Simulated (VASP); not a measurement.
# C (Fd-3m) in VASP: a series of runs

C is run at these levels: PBE; tasks: single point.

Everything below comes from runs of VASP 6.6.1. Logs are shortened: lines on timing, memory, paths and dates and some standing lists are left out, and cuts for length are marked.

### Step 1. The cell of the first run

Symmetry: Fd-3m, No. 227, cubic system. Conventional cell: a = 3.709 Å, b = 3.709 Å, c = 3.709 Å, α = 90.00°, β = 90.00°, γ = 90.00°. C (site symmetry -43m) has 4 C at 1.61 Å within 2.1 Å.

### Step 2. Single point, PBE (volume 6.379 Å^3 an atom, c/a of the conventional cell 1.0000)

File INCAR:

```
SYSTEM = C
ALGO = Normal
EDIFF = 1E-7
ENCUT = 520
GGA = PE
ISIF = 2
ISMEAR = 0
LASPH = .True.
LCHARG = .False.
LREAL = .False.
LWAVE = .False.
NBANDS = 11
NELM = 80
PREC = Accurate
SIGMA = 0.05
```

File KPOINTS:

```
k-points
0
Gamma
  12 12 12
  0 0 0
```

File POSCAR:

```
C
1.0
    0.0000000000      1.8546026132      1.8546026132
    1.8546026132      0.0000000000      1.8546026132
    1.8546026132      1.8546026132      0.0000000000
C
2
Direct
    0.5000000000      0.5000000000      0.5000000000
    0.7500000000      0.7500000000      0.7500000000
```

Potentials or basis: VASP PAW PBE potentials, release 64 (C).

The run is started by

```
cat potpaw_PBE.64/C/POTCAR > POTCAR
mpirun -np 1 vasp_std > vasp.out
```

OUTCAR:

```text
SYSTEM = C
   EDIFF = 1E-7
   ENCUT = 520
   GGA = PE
   ISIF = 2
   ISMEAR = 0
   LASPH = .True.
   LREAL = .False.
   NELM = 80
   PREC = Accurate

 ion  position               nearest neighbor table
   1  0.500  0.500  0.500-   2 1.61   2 1.61   2 1.61   2 1.61
   2  0.750  0.750  0.750-   1 1.61   1 1.61   1 1.61   1 1.61

  LATTYP: Found a face centered cubic cell.
 ALAT       =     3.7092052264

  Lattice vectors:

 A1 = (   0.0000000000,   1.8546026132,   1.8546026132)
 A2 = (   1.8546026132,   0.0000000000,   1.8546026132)
 A3 = (   1.8546026132,   1.8546026132,   0.0000000000)

Analysis of symmetry for initial positions (statically):
=====================================================================
 Subroutine PRICEL returns:
 Original cell was already a primitive cell.

 Routine SETGRP: Setting up the symmetry group for a
 face centered cubic supercell.

 Subroutine GETGRP returns: Found 48 space group operations
 (whereof 24 operations were pure point group operations)
 out of a pool of 48 trial point group operations.

The static configuration has the point symmetry T_d .
 The point group associated with its full space group is O_h .

Analysis of symmetry for dynamics (positions and initial velocities):
=====================================================================
 Subroutine PRICEL returns:
 Original cell was already a primitive cell.

 Routine SETGRP: Setting up the symmetry group for a
 face centered cubic supercell.

 Subroutine GETGRP returns: Found 48 space group operations
 (whereof 24 operations were pure point group operations)
 out of a pool of 48 trial point group operations.

The dynamic configuration has the point symmetry T_d .
 The point group associated with its full space group is O_h .

 Subroutine INISYM returns: Found 48 space group operations
 (whereof 24 operations are pure point group operations),
 and found     1 'primitive' translations

----------------------------------------------------------------------------------------

                                     Primitive cell

  volume of cell :      12.7580

  direct lattice vectors                    reciprocal lattice vectors
     0.000000000  1.854602613  1.854602613    -0.269599534  0.269599534  0.269599534
     1.854602613  0.000000000  1.854602613     0.269599534 -0.269599534  0.269599534
     1.854602613  1.854602613  0.000000000     0.269599534  0.269599534 -0.269599534

  length of vectors
     2.622804168  2.622804168  2.622804168     0.466960090  0.466960090  0.466960090

  position of ions in fractional coordinates (direct lattice)
     0.500000000  0.500000000  0.500000000
     0.750000000  0.750000000  0.750000000

  ion indices of the primitive-cell ions
   primitive index   ion index
                 1           1
                 2           2

----------------------------------------------------------------------------------------

 KPOINTS: k-points

Automatic generation of k-mesh.
 Grid dimensions read from file:
 generate k-points for:   12   12   12

 Generating k-lattice:

  Cartesian coordinates                     Fractional coordinates (reciprocal lattice)
    -0.022466628  0.022466628  0.022466628     0.083333333  0.000000000  0.000000000
     0.022466628 -0.022466628  0.022466628     0.000000000  0.083333333  0.000000000
     0.022466628  0.022466628 -0.022466628     0.000000000  0.000000000  0.083333333

  Length of vectors
     0.038913341  0.038913341  0.038913341

  Shift w.r.t. Gamma in fractional coordinates (k-lattice)
     0.000000000  0.000000000  0.000000000

 Subroutine IBZKPT returns following result:
 ===========================================

 Found     72 irreducible k-points:

 Following reciprocal coordinates:
            Coordinates               Weight
  0.000000  0.000000  0.000000      1.000000
  0.083333  0.000000  0.000000      8.000000
  0.166667  0.000000  0.000000      8.000000
  0.250000  0.000000  0.000000      8.000000
  0.333333  0.000000  0.000000      8.000000
  0.416667  0.000000  0.000000      8.000000
[... 16 lines left out ...]
  0.500000  0.166667  0.000000     24.000000
 -0.416667  0.166667  0.000000     24.000000
 [... further k-points ...]
   k-points           NKPTS =     72   k-points in BZ     NKDIM =     72   number of bands    NBANDS=     11
   number of dos      NEDOS =    301   number of ions     NIONS =      2
   total plane-waves  NPLWV =   8000
   dimension x,y,z NGX =    20 NGY =   20 NGZ =   20
   dimension x,y,z NGXF=    40 NGYF=   40 NGZF=   40
   ions per type =               2
   NGX,Y,Z   is equivalent  to a cutoff of  12.68, 12.68, 12.68 a.u.
   NGXF,Y,Z  is equivalent  to a cutoff of  25.35, 25.35, 25.35 a.u.
 SYSTEM =  C
   PREC   = accura    normal or accurate (medium, high low for compatibility)
   ISTART =      0    job   : 0-new  1-cont  2-samecut
   ICHARG =      2    charge: 1-file 2-atom 10-const
   ISPIN  =      1    spin polarized calculation?
   LNONCOLLINEAR =      F non collinear calculations
   LSORBIT =      F    spin-orbit coupling
   LASPH  =      T    aspherical Exc in radial PAW
   ENCUT  =  520.0 eV  38.22 Ry    6.18 a.u.   4.88  4.88  4.88*2*pi/ulx,y,z
   NELM   =     80;   NELMIN=  2; NELMDL= -5     # of ELM steps
   EDIFF  = 0.1E-06   stopping-criterion for ELM
   LREAL  =      F    real-space projection
   EDIFFG = 0.1E-05   stopping-criterion for IOM
   NSW    =      0    number of steps for IOM
   IBRION =     -1    ionic relax: 0-MD 1-quasi-New 2-CG
   NFREE  =      0    steps in history (QN), initial steepest desc. (CG)
   ISIF   =      2    stress and relaxation
   ISYM   =      2    0-nonsym 1-usesym 2-fastsym
   POTIM  = 0.5000    time-step for ionic-motion
   TEBEG  =    0.0;   TEEND  =   0.0 temperature during run
   PSTRESS=    0.0 pullay stress
   NELECT =       8.0000    total number of electrons
   NUPDOWN=      -1.0000    fix difference up-down
   EMIN   =  10.00;   EMAX   =-10.00  energy-range for DOS
   EFERMI =   0.00;   METHOD = LEGACY
   ISMEAR =     0;   SIGMA  =   0.05  broadening in eV -4-tet -1-fermi 0-gaus
   EFERMI_NEDOS =   21; number of points for ismear=-14 and -15
   IALGO  =     38    algorithm
   IMIX   =      4    mixing-type and parameters
     AMIX     =   0.40;   BMIX     =  1.00
     AMIX_MAG =   1.60;   BMIX_MAG =  1.00
  volume/ion in A,a.u.               =       6.38        43.05
  Fermi-wavevector in a.u.,A,eV,Ry     =   1.401234  2.647948 26.714446  1.963456
  Thomas-Fermi vector in A             =   2.524115
   LORBIT       =      0    0 simple, 1 ext, 2 COOP (PROOUT), +10 PAW based schemes
   GGA     = PE    functional components
   LHFCALC =     F    Hartree Fock is set to
   AEXX    =    0.0000 exact exchange contribution
   IVDW    =     0    specifies the selected vdW correction
   LEPSILON=     F    determine dielectric tensor
   LRPA    =     F    only Hartree local field effects (RPA)
 non-spin polarized calculation
 Gauss-broadening in eV      SIGMA  =   0.05
  energy-cutoff  :      520.00
  volume of cell :       12.76
 maximum number of plane-waves:       360
   NGX =  9   NGY =  9   NGZ =  9

 number of electron       8.0000001 magnetization

 Free energy of the ion-electron system (eV)
  ---------------------------------------------------
  ext. energy  EPLUGINS =         0.00000000
  ---------------------------------------------------
  free energy    TOTEN  =       -18.00601068 eV

  energy without entropy =      -18.00601068  energy(sigma->0) =      -18.00601068

 E-fermi :   8.3085     XC(G=0): -12.6686

 val. band max:        8.1030494433   @ k =   0.0000   0.0000   0.0000
 cond. band min:      11.9961237965   @ k =   0.3333   0.3333   0.0000
 fundamental gap:      3.8930743532
 Fermi energy:         8.3085252649

 k-point     1 :       0.0000    0.0000    0.0000
  band No.  band energies     occupation
      1     -11.8592      2.00000
      2       8.1030      2.00000
      3       8.1030      2.00000
      4       8.1030      2.00000
      5      13.3713      0.00000
      6      13.3713      0.00000
      7      13.3713      0.00000
      8      18.8490      0.00000
      9      25.9670      0.00000
     10      33.3912      0.00000
     11      33.3912      0.00000

 k-point     2 :       0.0833    0.0000    0.0000
  band No.  band energies     occupation
      1     -11.6822      2.00000
      2       6.9819      2.00000
      3       7.8206      2.00000
      4       7.8206      2.00000
      5      13.7417      0.00000
      6      13.7417      0.00000
      7      13.9514      0.00000
      8      19.0944      0.00000
      9      26.2739      0.00000
     10      31.4702      0.00000
     11      31.4702      0.00000

 k-point     3 :       0.1667    0.0000    0.0000
  band No.  band energies     occupation
      1     -11.1535      2.00000
      2       4.6515      2.00000
      3       7.1991      2.00000
      4       7.1991      2.00000
      5      14.5597      0.00000
      6      14.5597      0.00000
      7      14.7401      0.00000
      8      19.8245      0.00000
      9      26.9272      0.00000
     10      30.0028      0.00000
     11      30.0028      0.00000

 k-point     4 :       0.2500    0.0000    0.0000
  band No.  band energies     occupation
      1     -10.2834      2.00000
      2       2.0376      2.00000
      3       6.5502      2.00000
      4       6.5502      2.00000
      5      15.1613      0.00000
      6      15.3488      0.00000
      7      15.3488      0.00000
      8      20.8569      0.00000
      9      27.3544      0.00000
     10      29.5763      0.00000
     11      29.5763      0.00000

 k-point     5 :       0.3333    0.0000    0.0000
  band No.  band energies     occupation
      1      -9.0982      2.00000
      2      -0.5143      2.00000
      3       6.0311      2.00000
      4       6.0311      2.00000
      5      15.3352      0.00000
      6      15.8341      0.00000
      7      15.8341      0.00000
      8      21.8448      0.00000
      9      27.5305      0.00000
     10      30.2372      0.00000
     11      30.2372      0.00000
[... 211 lines left out ...]
 k-point    21 :       0.3333    0.1667    0.0000
  band No.  band energies     occupation
      1      -9.3074      2.00000
      2       1.4190      2.00000
      3       4.6992      2.00000
      4       4.9298      2.00000
      5      13.7002      0.00000
      6      17.5896      0.00000
      7      18.0572      0.00000
      8      18.9974      0.00000
      9      27.2262      0.00000
     10      28.2577      0.00000
     11      33.7577      0.00000

 k-point    22 :       0.4167    0.1667    0.0000
  band No.  band energies     occupation
      1      -8.0439      2.00000
      2      -0.9112      2.00000
      3       4.1715      2.00000
      4       4.4967      2.00000
      5      14.3189      0.00000
      6      17.7935      0.00000
      7      18.2254      0.00000
      8      19.8652      0.00000
      9      27.7318      0.00000
     10      28.6295      0.00000
     11      33.9359      0.00000

 k-point    23 :       0.5000    0.1667    0.0000
  band No.  band energies     occupation
      1      -6.6592      2.00000
      2      -2.9009      2.00000
      3       3.5307      2.00000
      4       4.5686      2.00000
      5      14.7124      0.00000
      6      17.8750      0.00000
      7      18.0191      0.00000
      8      21.2462      0.00000
      9      26.8916      0.00000
     10      29.8660      0.00000
     11      33.1286      0.00000

 k-point    24 :      -0.4167    0.1667    0.0000
  band No.  band energies     occupation
      1      -6.3124      2.00000
      2      -3.3260      2.00000
      3       3.1018      2.00000
      4       4.9022      2.00000
      5      15.0869      0.00000
      6      17.5849      0.00000
      7      17.8849      0.00000
      8      22.1544      0.00000
      9      26.2905      0.00000
     10      30.5966      0.00000
     11      31.0352      0.00000

 [... further k-points ...]
[... 5 lines left out ...]
  --------------------------------------------------------------------------------------
  -------------------------------------------------------------------------------------
  Total       -3.1381518     -3.1381518     -3.1381518      0.0000000      0.0000000      0.0000000
  in kB     -394.0959123   -394.0959123   -394.0959123      0.0000000      0.0000000      0.0000000
  external PRESSURE =    -394.0959123 kB  Pullay stress =       0.0000000 kB

 VOLUME and BASIS-vectors are now :
 -----------------------------------------------------------------------------
  energy-cutoff  :      520.00
  volume of cell :       12.76
      direct lattice vectors                 reciprocal lattice vectors
     0.000000000  1.854602613  1.854602613    -0.269599534  0.269599534  0.269599534
     1.854602613  0.000000000  1.854602613     0.269599534 -0.269599534  0.269599534
     1.854602613  1.854602613  0.000000000     0.269599534  0.269599534 -0.269599534

 POSITION                                       TOTAL-FORCE (eV/Angst)
 -----------------------------------------------------------------------------------
      1.85460      1.85460      1.85460         0.000000      0.000000      0.000000
      2.78190      2.78190      2.78190        -0.000000     -0.000000     -0.000000
 -----------------------------------------------------------------------------------
    total drift:                                0.000000     -0.000000      0.000000

  FREE ENERGIE OF THE ION-ELECTRON SYSTEM (eV)
  ---------------------------------------------------
  free  energy   TOTEN  =       -18.0060106751 eV

  energy  without entropy=      -18.0060106751  energy(sigma->0) =      -18.00601068
```

It took 5.9 s on 1 thread of AMD EPYC 7R13 (Zen 3), shared host; peak memory 0.09 GiB.

Results:

```
Free energy            : -18.0060 eV
Pressure               : -39.4 GPa
Band gap on the k mesh : 3.89 eV, indirect (least direct gap 5.27 eV)
```

### Step 3. Single point, PBE (volume 6.106 Å^3 an atom, c/a of the conventional cell 1.0000)

File INCAR:

```
SYSTEM = C
  ALGO = Normal
  EDIFF = 1E-6
  ENCUT = 520
  GGA = PE
  ISIF = 2
  ISMEAR = 0
  LASPH = .TRUE.
  LCHARG = .FALSE.
  LREAL = .FALSE.
  LWAVE = .FALSE.
  NBANDS = 11
  NELM = 100
  PREC = Accurate
  SIGMA = 0.05
```

File KPOINTS:

```
k-points
0
G
  12 12 12
  0 0 0
```

File POSCAR:

```
C
1.0
    0.0000000000      1.8277590095      1.8277590095
    1.8277590095      0.0000000000      1.8277590095
    1.8277590095      1.8277590095      0.0000000000
C
2
Direct
    0.5000000000      0.5000000000      0.5000000000
    0.7500000000      0.7500000000      0.7500000000
```

Potentials or basis: VASP PAW PBE potentials, release 64 (C).

The run is started by

```
cat potpaw_PBE.64/C/POTCAR > POTCAR
mpirun -np 1 vasp_std > vasp.out
```

OUTCAR:

```text
SYSTEM = C
   EDIFF = 1E-6
   ENCUT = 520
   GGA = PE
   ISIF = 2
   ISMEAR = 0
   LASPH = .TRUE.
   LREAL = .FALSE.
   NELM = 100
   PREC = Accurate

 ion  position               nearest neighbor table
   1  0.500  0.500  0.500-   2 1.58   2 1.58   2 1.58   2 1.58
   2  0.750  0.750  0.750-   1 1.58   1 1.58   1 1.58   1 1.58

  LATTYP: Found a face centered cubic cell.
 ALAT       =     3.6555180190

  Lattice vectors:

 A1 = (   0.0000000000,   1.8277590095,   1.8277590095)
 A2 = (   1.8277590095,   0.0000000000,   1.8277590095)
 A3 = (   1.8277590095,   1.8277590095,   0.0000000000)

Analysis of symmetry for initial positions (statically):
=====================================================================
 Subroutine PRICEL returns:
 Original cell was already a primitive cell.

 Routine SETGRP: Setting up the symmetry group for a
 face centered cubic supercell.

 Subroutine GETGRP returns: Found 48 space group operations
 (whereof 24 operations were pure point group operations)
 out of a pool of 48 trial point group operations.

The static configuration has the point symmetry T_d .
 The point group associated with its full space group is O_h .

[... 165 lines left out ...]
 fundamental gap:      3.9883273674
 Fermi energy:         9.0417241174

 k-point     1 :       0.0000    0.0000    0.0000
  band No.  band energies     occupation
      1     -11.8194      2.00000
      2       8.6918      2.00000
      3       8.6918      2.00000
      4       8.6918      2.00000
      5      14.0794      0.00000
      6      14.0794      0.00000
      7      14.0794      0.00000
      8      20.3751      0.00000
      9      27.0716      0.00000
     10      34.4341      0.00000
     11      34.4341      0.00000
[... 309 lines left out ...]
 k-point    24 :      -0.4167    0.1667    0.0000
  band No.  band energies     occupation
      1      -6.0413      2.00000
      2      -3.1320      2.00000
      3       3.5191      2.00000
      4       5.3513      2.00000
      5      15.8938      0.00000
      6      18.4503      0.00000
      7      18.9800      0.00000
      8      23.2550      0.00000
      9      27.3298      0.00000
     10      31.9279      0.00000
     11      32.0796      0.00000

 [... further k-points ...]
[... 5 lines left out ...]
  --------------------------------------------------------------------------------------
  -------------------------------------------------------------------------------------
  Total       -1.9879294     -1.9879294     -1.9879294      0.0000000      0.0000000      0.0000000
  in kB     -260.8102995   -260.8102995   -260.8102995      0.0000000      0.0000000      0.0000000
  external PRESSURE =    -260.8102995 kB  Pullay stress =       0.0000000 kB

 VOLUME and BASIS-vectors are now :
 -----------------------------------------------------------------------------
  energy-cutoff  :      520.00
  volume of cell :       12.21
      direct lattice vectors                 reciprocal lattice vectors
     0.000000000  1.827759010  1.827759010    -0.273559040  0.273559040  0.273559040
     1.827759010  0.000000000  1.827759010     0.273559040 -0.273559040  0.273559040
     1.827759010  1.827759010  0.000000000     0.273559040  0.273559040 -0.273559040

 POSITION                                       TOTAL-FORCE (eV/Angst)
 -----------------------------------------------------------------------------------
      1.82776      1.82776      1.82776        -0.000000     -0.000000     -0.000000
      2.74164      2.74164      2.74164         0.000000      0.000000      0.000000
 -----------------------------------------------------------------------------------
    total drift:                                0.000000     -0.000000      0.000000

  FREE ENERGIE OF THE ION-ELECTRON SYSTEM (eV)
  ---------------------------------------------------
  free  energy   TOTEN  =       -18.1178382845 eV

  energy  without entropy=      -18.1178382845  energy(sigma->0) =      -18.11783828
```

OSZICAR:

```text
N       E                     dE             d eps       ncg     rms          rms(c)
DAV:   1     0.190705042152E+01    0.19071E+01   -0.48342E+03  1627   0.702E+02
DAV:   2    -0.181992015880E+02   -0.20106E+02   -0.19558E+02  2122   0.126E+02
DAV:   3    -0.186217754301E+02   -0.42257E+00   -0.42147E+00  1839   0.140E+01
DAV:   4    -0.186225669984E+02   -0.79157E-03   -0.79155E-03  1718   0.774E-01
DAV:   5    -0.186225680441E+02   -0.10457E-05   -0.10457E-05  1809   0.265E-02    0.504E+00
DAV:   6    -0.182437652008E+02    0.37880E+00   -0.19820E-01  1644   0.309E+00    0.301E+00
DAV:   7    -0.181161365287E+02    0.12763E+00   -0.24920E-01  1689   0.350E+00    0.645E-01
DAV:   8    -0.181177705744E+02   -0.16340E-02   -0.73541E-03  1641   0.625E-01    0.413E-02
DAV:   9    -0.181178180768E+02   -0.47502E-04   -0.63396E-05  1905   0.639E-02    0.231E-02
DAV:  10    -0.181178382445E+02   -0.20168E-04   -0.16527E-05  1683   0.347E-02    0.508E-03
DAV:  11    -0.181178382845E+02   -0.39970E-07   -0.25260E-07  1400   0.449E-03
   1 F= -.18117838E+02 E0= -.18117838E+02  d E =-.259539E-25
```

Wall time 5.8 s (1 thread of AMD EPYC 7R13 (Zen 3), shared host); peak memory 0.09 GiB.

What came out:

```yaml
Free_energy: -18.1178 eV
Pressure: -26.1 GPa
Band_gap_on_the_k_mesh: 3.99 eV, indirect (least direct gap 5.39 eV)
```
